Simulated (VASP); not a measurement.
Crystal: Ca.

```
CELL_PARAMETERS angstrom
-2.24000 2.24000 2.24000
2.24000 -2.24000 2.24000
2.24000 2.24000 -2.24000
ATOMIC_POSITIONS crystal
Ca 0.00000 0.00000 0.00000
```

This isn't the form of Ca at room conditions, which is fcc.

| Quantity | Value |
| --- | --- |
| Program | VASP 6.6.1 |
| Task | relaxation of cell and atoms |
| Functional | PBE |
| Potentials or basis | VASP PAW PBE potentials, release 64 (Ca_sv) |
| Cutoff | 600 eV |
| k mesh | 8 × 8 × 8 |
| Occupations | fermi-dirac, width 0.05 eV |
| Spin | no spin polarisation |

At the start: pressure -1.0 GPa; volume 44.96 Å³/atom.

Task: How do energy, volume and symmetry change on relaxing?

Result: Over 3 steps the energy falls by 8.3 meV/atom and the volume is 42.19 Å³/atom (-6.2 %); space group Im-3m (No. 229, to 0.1 Å) before and after.

Step by step:
| step | energy change (eV) | largest force (eV/Å) | pressure (GPa) | volume (Å³) |
| --- | --- | --- | --- | --- |
| 1 | 0.0000 | 0.0000 | -0.96 | 44.96 |
| 2 | -0.0072 | 0.0000 | -0.37 | 43.23 |
| 3 | -0.0083 | 0.0000 | 0.02 | 42.19 |

Final structure:
```cif
data_structure
_symmetry_space_group_name_H-M 'P 1'
_symmetry_Int_Tables_number 1
_cell_length_a 3.7984
_cell_length_b 3.7984
_cell_length_c 3.7984
_cell_angle_alpha 109.471
_cell_angle_beta 109.471
_cell_angle_gamma 109.471
_cell_volume 42.19
loop_
_atom_site_label
_atom_site_type_symbol
_atom_site_fract_x
_atom_site_fract_y
_atom_site_fract_z
_atom_site_occupancy
Ca1 Ca 0.00000 0.00000 0.00000 1
```
